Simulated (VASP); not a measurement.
Set up this calculation in VASP 6.6.1, as the native input.

* Task: electric field gradients
* Functional: LDA
* Potentials or basis: VASP PAW LDA potentials, release 64 (C)
* Cutoff: 520 eV
* k mesh: 16 × 16 × 16
* Occupations: fermi-dirac, width 0.03 eV
* Spin: no spin polarisation
* Dipole correction: no
* Further INCAR settings: ALGO = Normal; EDIFF = 1e-08; NBANDS = 11

The structure of C lies in POSCAR:

```
C
1.0
    0.0000000000      1.8068684808      1.8068684808
    1.8068684808      0.0000000000      1.8068684808
    1.8068684808      1.8068684808      0.0000000000
C
2
Direct
    0.5000000000      0.5000000000      0.5000000000
    0.7500000000      0.7500000000      0.7500000000
```

This cell differs from its parent crystal: volume scaled by 1.04.

One way to write it, as run:

INCAR

```
SYSTEM = C
PREC = Accurate
ENCUT = 520
EDIFF = 1E-8
ISMEAR = -1
SIGMA = 0.03
LREAL = .False.
LASPH = .True.
NELM = 60
ALGO = Normal
ISIF = 2
LWAVE = .False.
LCHARG = .False.
LEFG = .True.
NBANDS = 11
```

KPOINTS

```
Automatic mesh
0
Gamma
  16 16 16
  0 0 0
```

Potentials or basis: VASP PAW LDA potentials, release 64 (C).

Launch:

```bash
$ cat potpaw_LDA.64/C/POTCAR > POTCAR
$ mpirun -np 1 vasp_std > vasp.out
```

Results of the run:

```json
{
 "Pressure": "-27.1 GPa",
 "Band gap on the k mesh": "4.01 eV, indirect (least direct gap 5.43 eV)"
}
```

Caveat: without QUAD_EFG the Cq values of the log hold for a quadrupole moment of 1 mb, not for the nuclei.

Run time: 17 s on 1 thread of Intel Xeon 6975P-C, on a shared host, peak memory 0.12 GiB.
